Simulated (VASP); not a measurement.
Set up this calculation in VASP 6.6.1, as the native input.

```yaml
Task: relaxation of cell and atoms
Functional: PBEsol
Potentials_or_basis: VASP PAW PBE potentials, release 64 (Cd, In_d, O)
Cutoff: 600 eV
k_mesh: 4 × 4 × 4
Occupations: fermi-dirac, width 0.02 eV
Spin: no spin polarisation
Dipole_correction: no
Further_INCAR_settings: ALGO = Normal; EDIFF = 1e-07; IBRION = 2; EDIFFG = -0.005; NSW = 80; ISIF = 3
```

The structure of CdIn2O4 lies in POSCAR:

```
CdIn2O4
1.0
    0.0000000000      4.6578993908      4.6578993908
    4.6578993908      0.0000000000      4.6578993908
    4.6578993908      4.6578993908      0.0000000000
Cd In O
2 4 8
Direct
    0.2500000000      0.2500000000      0.2500000000
    0.0000000000      0.0000000000      0.0000000000
    0.1250000000      0.6250000000      0.6250000000
    0.6250000000      0.6250000000      0.6250000000
    0.6250000000      0.1250000000      0.6250000000
    0.6250000000      0.6250000000      0.1250000000
    0.8619705800      0.8619705800      0.8619705800
    0.8359117400      0.3880294200      0.3880294200
    0.3880294200      0.3880294200      0.8359117400
    0.3880294200      0.8359117400      0.3880294200
    0.8619705800      0.8619705800      0.4140882600
    0.8619705800      0.4140882600      0.8619705800
    0.3880294200      0.3880294200      0.3880294200
    0.4140882600      0.8619705800      0.8619705800
```

The input as run:

INCAR

```
ALGO     = Normal         # electronic algorithm
EDIFF    = 1E-7           # SCF threshold, eV
EDIFFG   = -0.005         # ionic threshold
ENCUT    = 600            # plane-wave cutoff, eV
GGA      = PS             # functional
GGA_COMPAT= False        
IBRION   = 2              # ionic algorithm
ISIF     = 3              # what is computed and relaxed
ISMEAR   = -1             # smearing method
LASPH    = True           # aspherical terms in the spheres
LCHARG   = False          # write CHGCAR
LREAL    = False          # projectors in reciprocal space
LWAVE    = False          # write WAVECAR
NELM     = 120            # most SCF steps
NELMIN   = 4            
NSW      = 80             # ionic steps
PREC     = Accurate       # precision mode
SIGMA    = 0.02           # smearing width, eV
```

KPOINTS

```
k-points
0
Gamma
  4 4 4
```

Potentials or basis: VASP PAW PBE potentials, release 64 (Cd, In_d, O).

Run with:

```console
$ cat potpaw_PBE.64/Cd/POTCAR potpaw_PBE.64/In_d/POTCAR potpaw_PBE.64/O/POTCAR > POTCAR
$ mpirun -np 1 vasp_std > vasp.out
```

Results of the run:

```json
{
 "Relaxed volume": "13.93 Å³/atom",
 "Relaxed cell": "a = 6.509 Å, b = 6.509 Å, c = 6.509 Å, α = 60.00°, β = 60.00°, γ = 60.00°",
 "Space group after relaxing (to 0.1 Å)": "Fd-3m (No. 227)",
 "Energy gained by relaxing": "7.8 meV/atom",
 "Ionic steps": "8",
 "Pressure after relaxing": "0.0 GPa",
 "Band gap on the k mesh": "0.95 eV (least direct gap 1.01 eV)"
}
```

Caveat: the PAW data sets were made with another functional, which shifts forces and pressure a little; spin-orbit coupling is left out, which moves the levels of the heavy elements.

It took 31 min on 1 thread of Intel(R) Xeon(R) Platinum 8259CL CPU @ 2.50GHz (Skylake/Cascade Lake) (shared host), peak memory 0.51 GiB.
